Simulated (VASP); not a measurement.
# H2C5: single point with PBE

The system is H2C5, a slab with vacuum.

```xyz
28
Lattice="5.0487 0.0000 0.0000 0.0000 5.0487 0.0000 0.0000 0.0000 16.1647" Properties=species:S:1:pos:R:3 pbc="T T T"
H     2.1598    0.0000    1.0000
H     0.3646    0.0000    1.0000
H     4.6842    0.0000    1.0000
H     2.8890    0.0000    1.0000
H     2.1598    2.5244    1.0000
H     0.3646    2.5244    1.0000
H     4.6842    2.5244    1.0000
H     2.8890    2.5244    1.0000
C     1.2622    0.0000    1.6347
C     3.7866    0.0000    1.6347
C     1.2622    2.5244    1.6347
C     3.7866    2.5244    1.6347
C     1.2622    1.2622    2.5272
C     3.7866    1.2622    2.5272
C     1.2622    3.7866    2.5272
C     3.7866    3.7866    2.5272
C     0.0232    1.2376    3.3510
C     2.5120    1.2710    3.3619
C    -0.0356    3.7550    3.5179
C     2.5521    3.8121    3.4946
C    -0.0019    0.0512    4.3850
C     2.5382    0.0304    4.3888
C     0.0340    2.4499    4.3736
C     2.5450    2.4628    4.3747
C     1.2780    0.5961    5.0427
C     3.8105    0.5599    5.1159
C     1.2893    1.9727    5.0599
C     3.8187    1.8979    5.0837
```

```json
{"Program": "VASP 6.6.1", "Task": "single point", "Functional": "PBE", "Potentials or basis": "VASP PAW PBE potentials, release 64 (H, C)", "Cutoff": "520 eV", "k mesh": "2 × 2 × 1", "Occupations": "fermi-dirac, width 0.05 eV", "Spin": "no spin polarisation", "Dipole correction": "no", "Further INCAR settings": "LREAL = Auto; ALGO = Normal; EDIFF = 1e-06; NBANDS = 64"}
```

* Largest force: 8.956 eV/Å
* Band gap on the k mesh: 1.00 eV

Forces on the atoms (eV/Å):
```
H   -8.920 -0.086  0.059
H    8.928 -0.030  0.065
H   -8.956 -0.043  0.046
H    8.933 -0.107  0.066
H   -8.929  0.029  0.063
H    8.922  0.072  0.070
H   -8.943  0.089  0.061
H    8.945  0.044  0.057
C   -0.009 -0.184  1.054
C    0.109 -0.040  1.013
C    0.045  0.178  1.109
C   -0.025  0.051  1.066
C    0.246 -0.150 -2.908
C    0.086 -0.159 -2.689
C   -0.089 -0.003  1.073
C   -0.008 -0.020  0.898
C   -1.242  0.558 -0.292
C    1.348 -0.482 -0.594
C    1.550  0.895  0.546
C   -0.908 -1.259  1.118
C    0.533  1.066  0.028
C    0.020  2.686  0.031
C   -1.049 -1.493  0.147
C    0.380 -1.257  0.152
C   -0.055 -1.639 -0.016
C   -0.500 -2.182 -1.229
C   -0.105  0.405 -0.098
C   -0.309  3.057 -0.898
```

Levels at points of the mesh, in eV from the valence-band top:
```
           k point  band 41  band 42  band 43  band 44  band 45  band 46  band 47  band 48
(0.00, 0.00, 0.00)    -2.08    -0.70    -0.63    -0.15     1.07     2.09     2.19     3.72
(0.50, 0.00, 0.00)    -2.33    -2.26    -1.15    -0.87     1.75     1.86     3.40     3.42
(0.00, 0.50, 0.00)    -1.85    -0.52    -0.32     0.00     1.00     1.58     3.12     3.24
(0.50, 0.50, 0.00)    -3.19    -3.17    -0.85    -0.56     1.60     1.70     4.10     4.11
```

It took 6 min on 1 thread of AMD EPYC 7R43 64-Core Processor (Zen 3) (shared host), peak memory 0.39 GiB.

Caveat: the k points lie up to 0.62 Å⁻¹ apart.
